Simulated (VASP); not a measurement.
# Al (Fm-3m) in VASP: notebook

Runs on Al. Level: PBE. Tasks: single point.

Program: VASP 6.6.1. These are calculated values, not measurements. Logs are shortened: lines on timing, memory, paths and dates and some standing lists are left out, and cuts for length are marked.

**1. The cell of the first run**

Symmetry: Fm-3m, No. 225, cubic system. The conventional cell has a = 4.042 Å, b = 4.042 Å, c = 4.042 Å, α = 90.00°, β = 90.00°, γ = 90.00°. Al (site symmetry m-3m) has 12 Al at 2.86 Å within 3.8 Å.

**2. Single point, PBE**

Input file INCAR:

```
PREC = Accurate
ENCUT = 520
EDIFF = 1E-7
ISMEAR = 0
SIGMA = 0.05
LREAL = False
LASPH = True
NELM = 100
ALGO = Normal
ISIF = 2
LWAVE = False
LCHARG = True
GGA = PE
LELF = True
LVHAR = True
NBANDS = 8
```

Input file KPOINTS:

```
regular mesh
0
Gamma
  18 18 18
```

Input file POSCAR:

```
Al
1.0
    0.0000000000      2.0210742824      2.0210742824
    2.0210742824      0.0000000000      2.0210742824
    2.0210742824      2.0210742824      0.0000000000
Al
1
Direct
    0.0000000000      0.0000000000      0.0000000000
```

Potentials or basis: VASP PAW PBE potentials, release 64 (Al).

Command:

```console
$ cat potpaw_PBE.64/Al/POTCAR > POTCAR
$ mpirun -np 1 vasp_std > vasp.out
```

OUTCAR:

```text
PREC = Accurate
   ENCUT = 520
   EDIFF = 1E-7
   ISMEAR = 0
   LREAL = False
   LASPH = True
   NELM = 100
   ISIF = 2
   GGA = PE

 ion  position               nearest neighbor table
   1  0.000  0.000  0.000-

  LATTYP: Found a face centered cubic cell.
 ALAT       =     4.0421485648

  Lattice vectors:

 A1 = (   0.0000000000,   2.0210742824,   2.0210742824)
 A2 = (   2.0210742824,   0.0000000000,   2.0210742824)
 A3 = (   2.0210742824,   2.0210742824,   0.0000000000)

Analysis of symmetry for initial positions (statically):
=====================================================================
 Subroutine PRICEL returns:
 Original cell was already a primitive cell.

 Routine SETGRP: Setting up the symmetry group for a
 face centered cubic supercell.

 Subroutine GETGRP returns: Found 48 space group operations
 (whereof 48 operations were pure point group operations)
 out of a pool of 48 trial point group operations.

The static configuration has the point symmetry O_h .

Analysis of symmetry for dynamics (positions and initial velocities):
=====================================================================
 Subroutine PRICEL returns:
 Original cell was already a primitive cell.

 Routine SETGRP: Setting up the symmetry group for a
 face centered cubic supercell.

 Subroutine GETGRP returns: Found 48 space group operations
 (whereof 48 operations were pure point group operations)
 out of a pool of 48 trial point group operations.

The dynamic configuration has the point symmetry O_h .

 Subroutine INISYM returns: Found 48 space group operations
 (whereof 48 operations are pure point group operations),
 and found     1 'primitive' translations

----------------------------------------------------------------------------------------

                                     Primitive cell

  volume of cell :      16.5111

  direct lattice vectors                    reciprocal lattice vectors
     0.000000000  2.021074282  2.021074282    -0.247393183  0.247393183  0.247393183
     2.021074282  0.000000000  2.021074282     0.247393183 -0.247393183  0.247393183
     2.021074282  2.021074282  0.000000000     0.247393183  0.247393183 -0.247393183

  length of vectors
     2.858230661  2.858230661  2.858230661     0.428497563  0.428497563  0.428497563

  position of ions in fractional coordinates (direct lattice)
     0.000000000  0.000000000  0.000000000

  ion indices of the primitive-cell ions
   primitive index   ion index
                 1           1

----------------------------------------------------------------------------------------

 KPOINTS: regular mesh

Automatic generation of k-mesh.
 Grid dimensions read from file:
 generate k-points for:   18   18   18

 Generating k-lattice:

  Cartesian coordinates                     Fractional coordinates (reciprocal lattice)
    -0.013744066  0.013744066  0.013744066     0.055555556  0.000000000  0.000000000
     0.013744066 -0.013744066  0.013744066     0.000000000  0.055555556  0.000000000
     0.013744066  0.013744066 -0.013744066     0.000000000  0.000000000  0.055555556

  Length of vectors
     0.023805420  0.023805420  0.023805420

  Shift w.r.t. Gamma in fractional coordinates (k-lattice)
     0.000000000  0.000000000  0.000000000

 Subroutine IBZKPT returns following result:
 ===========================================

 Found    195 irreducible k-points:

 Following reciprocal coordinates:
            Coordinates               Weight
  0.000000  0.000000  0.000000      1.000000
  0.055556  0.000000  0.000000      8.000000
  0.111111  0.000000  0.000000      8.000000
  0.166667  0.000000  0.000000      8.000000
  0.222222  0.000000  0.000000      8.000000
  0.277778  0.000000  0.000000      8.000000
[... 16 lines left out ...]
 -0.277778  0.055556  0.000000     24.000000
 -0.222222  0.055556  0.000000     24.000000
 [... further k-points ...]
   k-points           NKPTS =    195   k-points in BZ     NKDIM =    195   number of bands    NBANDS=      8
   number of dos      NEDOS =    301   number of ions     NIONS =      1
   total plane-waves  NPLWV =  13824
   dimension x,y,z NGX =    24 NGY =   24 NGZ =   24
   dimension x,y,z NGXF=    48 NGYF=   48 NGZF=   48
   ions per type =               1
   NGX,Y,Z   is equivalent  to a cutoff of  13.96, 13.96, 13.96 a.u.
   NGXF,Y,Z  is equivalent  to a cutoff of  27.92, 27.92, 27.92 a.u.
 SYSTEM =  unknown system
   PREC   = accura    normal or accurate (medium, high low for compatibility)
   ISTART =      0    job   : 0-new  1-cont  2-samecut
   ICHARG =      2    charge: 1-file 2-atom 10-const
   ISPIN  =      1    spin polarized calculation?
   LNONCOLLINEAR =      F non collinear calculations
   LSORBIT =      F    spin-orbit coupling
   LASPH  =      T    aspherical Exc in radial PAW
   ENCUT  =  520.0 eV  38.22 Ry    6.18 a.u.   5.31  5.31  5.31*2*pi/ulx,y,z
   NELM   =    100;   NELMIN=  2; NELMDL= -5     # of ELM steps
   EDIFF  = 0.1E-06   stopping-criterion for ELM
   LREAL  =      F    real-space projection
   EDIFFG = 0.1E-05   stopping-criterion for IOM
   NSW    =      0    number of steps for IOM
   IBRION =     -1    ionic relax: 0-MD 1-quasi-New 2-CG
   NFREE  =      0    steps in history (QN), initial steepest desc. (CG)
   ISIF   =      2    stress and relaxation
   ISYM   =      2    0-nonsym 1-usesym 2-fastsym
   POTIM  = 0.5000    time-step for ionic-motion
   TEBEG  =    0.0;   TEEND  =   0.0 temperature during run
   PSTRESS=    0.0 pullay stress
   NELECT =       3.0000    total number of electrons
   NUPDOWN=      -1.0000    fix difference up-down
   EMIN   =  10.00;   EMAX   =-10.00  energy-range for DOS
   EFERMI =   0.00;   METHOD = LEGACY
   ISMEAR =     0;   SIGMA  =   0.05  broadening in eV -4-tet -1-fermi 0-gaus
   EFERMI_NEDOS =   21; number of points for ismear=-14 and -15
   IALGO  =     38    algorithm
   IMIX   =      4    mixing-type and parameters
     AMIX     =   0.40;   BMIX     =  1.00
     AMIX_MAG =   1.60;   BMIX_MAG =  1.00
  volume/ion in A,a.u.               =      16.51       111.42
  Fermi-wavevector in a.u.,A,eV,Ry     =   0.927235  1.752219 11.697800  0.859764
  Thomas-Fermi vector in A             =   2.053283
   LORBIT       =      0    0 simple, 1 ext, 2 COOP (PROOUT), +10 PAW based schemes
   GGA     = PE    functional components
   LHFCALC =     F    Hartree Fock is set to
   AEXX    =    0.0000 exact exchange contribution
   IVDW    =     0    specifies the selected vdW correction
   LEPSILON=     F    determine dielectric tensor
   LRPA    =     F    only Hartree local field effects (RPA)
 non-spin polarized calculation
 Gauss-broadening in eV      SIGMA  =   0.05
  energy-cutoff  :      520.00
  volume of cell :       16.51
 maximum number of plane-waves:       459
 NGX is ok and might be reduce to    24
   NGX = 11   NGY = 11   NGZ = 11

 number of electron       3.0000000 magnetization

 Free energy of the ion-electron system (eV)
  ---------------------------------------------------
  ext. energy  EPLUGINS =         0.00000000
  ---------------------------------------------------
  free energy    TOTEN  =        -3.74325130 eV

  energy without entropy =       -3.74214908  energy(sigma->0) =       -3.74270019

 E-fermi :   7.9825     XC(G=0): -10.1940

 val. band max:        7.9782584574   @ k =  -0.2778   0.2778   0.0556
 cond. band min:       7.9858474807   @ k =  -0.2778   0.5000   0.2222
 fundamental gap:      0.0075890233
 Fermi energy:         7.9824858469

 k-point     1 :       0.0000    0.0000    0.0000
  band No.  band energies     occupation
      1      -3.1366      2.00000
      2      20.6086      0.00000
      3      20.6086      0.00000
      4      20.6086      0.00000
      5      22.0956      0.00000
      6      22.0956      0.00000
      7      22.0956      0.00000
      8      24.4540      0.00000

 k-point     2 :       0.0556    0.0000    0.0000
  band No.  band energies     occupation
      1      -3.0527      2.00000
      2      19.0905      0.00000
      3      20.2960      0.00000
      4      20.2960      0.00000
      5      22.5389      0.00000
      6      22.5389      0.00000
      7      22.6718      0.00000
      8      25.3364      0.00000

 k-point     3 :       0.1111    0.0000    0.0000
  band No.  band energies     occupation
      1      -2.8014      2.00000
      2      16.8686      0.00000
      3      19.7839      0.00000
      4      19.7839      0.00000
      5      22.7357      0.00000
      6      23.4123      0.00000
      7      23.4123      0.00000
      8      25.9043      0.00000

 k-point     4 :       0.1667    0.0000    0.0000
  band No.  band energies     occupation
      1      -2.3835      2.00000
      2      14.6325      0.00000
      3      19.3382      0.00000
      4      19.3382      0.00000
      5      22.5737      0.00000
      6      24.0160      0.00000
      7      24.0160      0.00000
      8      25.2600      0.00000

 k-point     5 :       0.2222    0.0000    0.0000
  band No.  band energies     occupation
      1      -1.8005      2.00000
      2      12.4722      0.00000
      3      19.0109      0.00000
      4      19.0109      0.00000
      5      22.4035      0.00000
      6      23.2457      0.00000
      7      23.2457      0.00000
      8      26.1959      0.00000
[... 177 lines left out ...]
 k-point    22 :      -0.3333    0.0556    0.0000
  band No.  band energies     occupation
      1       0.2624      2.00000
      2       7.9408      1.76164
      3      17.0943      0.00000
      4      19.8998      0.00000
      5      20.0814      0.00000
      6      21.4513      0.00000
      7      22.9812      0.00000
      8      25.8632      0.00000

 k-point    23 :      -0.2778    0.0556    0.0000
  band No.  band energies     occupation
      1      -0.6966      2.00000
      2       9.8250      0.00000
      3      17.1118      0.00000
      4      19.9812      0.00000
      5      20.8816      0.00000
      6      22.3154      0.00000
      7      22.9334      0.00000
      8      26.6534      0.00000

 k-point    24 :      -0.2222    0.0556    0.0000
  band No.  band energies     occupation
      1      -1.4961      2.00000
      2      11.8325      0.00000
      3      17.2737      0.00000
      4      20.1240      0.00000
      5      21.8691      0.00000
      6      22.9191      0.00000
      7      23.3660      0.00000
      8      25.5678      0.00000

 [... further k-points ...]

------------------------ aborting loop because EDIFF is reached ----------------------------------------

  FORCE on cell =-STRESS in cart. coord.  units (eV):
  Direction    XX          YY          ZZ          XY          YZ          ZX
  --------------------------------------------------------------------------------------
  -------------------------------------------------------------------------------------
  Total       -0.0043379     -0.0043379     -0.0043379      0.0000000      0.0000000      0.0000000
  in kB       -0.4209342     -0.4209342     -0.4209342      0.0000000      0.0000000      0.0000000
  external PRESSURE =      -0.4209342 kB  Pullay stress =       0.0000000 kB

 VOLUME and BASIS-vectors are now :
 -----------------------------------------------------------------------------
  energy-cutoff  :      520.00
  volume of cell :       16.51
      direct lattice vectors                 reciprocal lattice vectors
     0.000000000  2.021074282  2.021074282    -0.247393183  0.247393183  0.247393183
     2.021074282  0.000000000  2.021074282     0.247393183 -0.247393183  0.247393183
     2.021074282  2.021074282  0.000000000     0.247393183  0.247393183 -0.247393183

 POSITION                                       TOTAL-FORCE (eV/Angst)
 -----------------------------------------------------------------------------------
      0.00000      0.00000      0.00000         0.000000      0.000000      0.000000
 -----------------------------------------------------------------------------------
    total drift:                               -0.000000     -0.000000     -0.000000

  FREE ENERGIE OF THE ION-ELECTRON SYSTEM (eV)
  ---------------------------------------------------
  free  energy   TOTEN  =        -3.7432513017 eV

  energy  without entropy=       -3.7421490850  energy(sigma->0) =       -3.74270019
```

Run time: 13 s. Hardware: 1 thread of Intel Xeon Platinum 8259CL at 2.50GHz (Skylake/Cascade Lake), shared host; peak memory 0.14 GiB.

Results:

* Free energy: -3.7433 eV
* Pressure: 0.0 GPa

**3. Single point, PBE**

Input file INCAR:

```
SYSTEM = Al
PREC = Accurate
ENCUT = 520
EDIFF = 1E-6
ISMEAR = 0
SIGMA = 0.05
LREAL = .FALSE.
LASPH = .TRUE.
NELM = 80
ALGO = Normal
ISIF = 2
LWAVE = .FALSE.
LCHARG = .FALSE.
GGA = PE
NBANDS = 8
```

Input file KPOINTS:

```
Automatic mesh
0
G
  18 18 18
  0 0 0
```

POSCAR is that of step 2.

Potentials or basis: VASP PAW PBE potentials, release 64 (Al).

Command:

```console
$ cat potpaw_PBE.64/Al/POTCAR > POTCAR
$ mpirun -np 1 vasp_std > vasp.out
```

Wall time 12 s (1 thread of Intel Xeon Platinum 8259CL at 2.50GHz (Skylake/Cascade Lake), shared host); peak memory 0.14 GiB.

It converged, with:

| Quantity | Value |
| --- | --- |
| Free energy | -3.7433 eV |
| Pressure | 0.0 GPa |

Levels at points of the mesh, in eV from the Fermi level:
| k point | band 1 | band 2 | band 3 | band 4 | band 5 |
| --- | --- | --- | --- | --- | --- |
| (0.00, 0.00, 0.00) | -11.12 | 12.63 | 12.63 | 12.63 | 14.11 |
| (0.50, 0.00, 0.00) | -4.58 | -4.37 | 11.41 | 11.41 | 11.47 |
| (0.50, 0.50, 0.00) | -2.91 | -1.59 | 5.27 | 5.60 | 5.60 |
